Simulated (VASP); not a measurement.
Runs of VASP 6.6.1 on LiF. The structure is that of space group P6/mmm (No. 191), or close to it. The cells are those of the table. 

| task | cell | k mesh | cutoff (eV) | smearing | gap on the mesh (eV) |
| --- | --- | --- | --- | --- | --- |
| single point | a = 4.805, b = 4.805, c = 2.747 Å, angles 90.0, 90.0, 120.0°, 6 atoms | 6 × 6 × 8 | 520 | gaussian 0.02 eV | 5.74 |
| single point | a = 2.747, b = 4.805, c = 4.805 Å, angles 120.0, 90.0, 90.0°, 6 atoms | 6 × 6 × 6 | 520 | gaussian 0.1 eV | 5.74 |
| relaxation of cell and atoms | relaxed from a = 4.150, b = 4.150, c = 3.348 Å, angles 90.0, 90.0, 120.0°, 6 atoms | 6 × 6 × 6 | 600 | gaussian 0.1 eV | 6.04 |
| single point | a = 4.798, b = 4.798, c = 2.750 Å, angles 90.0, 90.0, 120.0°, 6 atoms | 6 × 6 × 6 | 520 | gaussian 0.1 eV | (a) |

Alike in all rows: level PBE; potentials or basis VASP PAW PBE potentials, release 64 (Li_sv, F); no spin polarisation.

Question: Estimate the missing entries.

Answer: (a) 5.77.

Caveats: a cell axis changed by over 15 % at a fixed basis, so the end point is rough (at least some runs).

A k mesh can miss the band edges.
